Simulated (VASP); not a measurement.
Here is a VASP 6.6.1 calculation.

Contents of INCAR:

```
SYSTEM = WS2
  PREC = Accurate
  ENCUT = 500
  EDIFF = 1E-6
  ISMEAR = 0
  SIGMA = 0.05
  LREAL = .FALSE.
  LASPH = .TRUE.
  NELM = 120
  ALGO = Normal
  ISIF = 2
  LWAVE = .FALSE.
  LCHARG = .FALSE.
  GGA = PS
  NBANDS = 20
  GGA_COMPAT = .FALSE.
```

File KPOINTS:

```
regular mesh
0
G
  12 12 2
  0 0 0
```

The input POSCAR:

```
WS2
1.0
    3.1835163552      0.0000000000      0.0000000000
   -1.5917581776      2.7570060369      0.0000000000
    0.0000000000      0.0000000000     16.9505778900
W S
1 2
Direct
    0.3354493170      0.6853474590      0.0162426518
    0.6641701002      0.3064275215      0.8946687952
    0.6670472495      0.3415583528      0.0890885530
```

Potentials or basis: VASP PAW PBE potentials, release 64 (W_sv, S).

Command:

```console
$ cat potpaw_PBE.64/W_sv/POTCAR potpaw_PBE.64/S/POTCAR > POTCAR
$ mpirun -np 1 vasp_std > vasp.out
```

Q: What does it give for the largest force?

A: 9.202 eV/Å.

Q: Estimate the band gap on the k mesh.

A: Zero (filled and empty bands touch).

Forces on the atoms (eV/Å):
```
W    0.403 -0.938 -9.145
S   -0.143  0.301  3.997
S   -0.260  0.637  5.148
```

Caveat: the cell differs from its parent crystal (atoms moved at random); there is no dipole correction, which matters where the two faces differ; the PAW data sets were made with another functional, which shifts forces and pressure a little; spin-orbit coupling is left out, which moves the levels of the heavy elements.
